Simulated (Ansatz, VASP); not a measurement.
One calculation of AlN, two programs

Contents of POSCAR:

```
AlN
1.0
    4.3698012523      0.0000000000      0.0000000000
    0.0000000000      2.1849006262     -2.1849006262
    0.0000000000      7.0850319644      7.0850319644
Al N
6 6
Direct
    0.0000000000      0.0000000000      0.2312715359
    0.5000000000      0.5000000000      0.3854628393
    0.0000000000      0.0000000000      0.5396541427
    0.5000000000      0.5000000000      0.6938454461
    0.0000000000      0.0000000000      0.8480367495
    0.5000000000      0.5000000000      0.0770802326
    0.7500000000      0.0000000000      0.3854628393
    0.2500000000      0.5000000000      0.5396541427
    0.7500000000      0.0000000000      0.6938454461
    0.2500000000      0.5000000000      0.8480367495
    0.7500000000      0.0000000000      0.0770802326
    0.2500000000      0.5000000000      0.2312715359
```

The input INCAR.step1:

```
  PREC = Accurate
  ENCUT = 520
  ISMEAR = 0
  SIGMA = 0.05
  LREAL = F
  LASPH = T
  NELM = 60
  NBANDS = 36
  GGA = PE
  ALGO = Normal
  EDIFF = 1E-4
  LWAVE = T
  LCHARG = F
```

INCAR.step2

```
  PREC = Accurate
  ENCUT = 520
  EDIFF = 1E-6
  ISMEAR = 0
  SIGMA = 0.05
  LREAL = F
  LASPH = T
  NELM = 60
  ALGO = Normal
  ISIF = 2
  LWAVE = F
  LCHARG = F
  METAGGA = R2SCAN
  LMIXTAU = T
  NBANDS = 36
  ISTART = 1
```

KPOINTS

```
regular mesh
0
Gamma
  5 7 3
```

Input for Ansatz:

```yaml
crystal:
  lattice:
    - [4.3698012523, 0.0, 0.0]
    - [0.0, 2.1849006262, -2.1849006262]
    - [0.0, 7.0850319644, 7.0850319644]
  atoms:
    - { symbol: Al, position: [0.0, 0.0, 0.2312715359] }
    - { symbol: Al, position: [0.5, 0.5, 0.3854628393] }
    - { symbol: Al, position: [0.0, 0.0, 0.5396541427] }
    - { symbol: Al, position: [0.5, 0.5, 0.6938454461] }
    - { symbol: Al, position: [0.0, 0.0, 0.8480367495] }
    - { symbol: Al, position: [0.5, 0.5, 0.0770802326] }
    - { symbol: "N", position: [0.75, 0.0, 0.3854628393] }
    - { symbol: "N", position: [0.25, 0.5, 0.5396541427] }
    - { symbol: "N", position: [0.75, 0.0, 0.6938454461] }
    - { symbol: "N", position: [0.25, 0.5, 0.8480367495] }
    - { symbol: "N", position: [0.75, 0.0, 0.0770802326] }
    - { symbol: "N", position: [0.25, 0.5, 0.2312715359] }
basis:
  ecutwfc: 500
kpoints:
  mp_grid: { grid: [5, 7, 3] }
hamiltonian:
  xc: r2scan
scf:
  occupations: { method: gaussian, width: 0.05 }
output:
  forces: true
  stress: true
  eigenvalues: true
  write_density: true
  write_potential: true
  elf: true
  volumetric_format: npy
```

Alike in both runs: task single point; functional r2SCAN; k mesh 5 × 7 × 3; occupations gaussian, width 0.05 eV; no spin polarisation.

```csv
,VASP,Ansatz
version,VASP 6.6.1,Ansatz 0.2.0
potentials or method,"VASP PAW PBE potentials, release 64 (Al, N), cutoff 520 eV","scalar-relativistic, plane waves, PAW"
valence electrons in the cell,48,48
```

|  | VASP | Ansatz | Ansatz less VASP |
| --- | --- | --- | --- |
| gap on the k mesh at the Fermi level (eV) | 3.42 | 3.43 | +0.012 |
| least direct gap on the mesh (eV) | 3.43 | 3.44 | +0.012 |
| pressure (GPa) | -6.7 | -6.4 | +0.34 |
| traceless stress, the component that is largest in VASP (GPa) | -6.23 | -6.14 | +0.081 |
| rms of the force components (eV/Å) | 0.545 | 0.544 | -0.0011 |

VASP's potentials were made for PBE, not for r2SCAN. Atom by atom the forces differ by 0.004 eV/Å (rms over components).
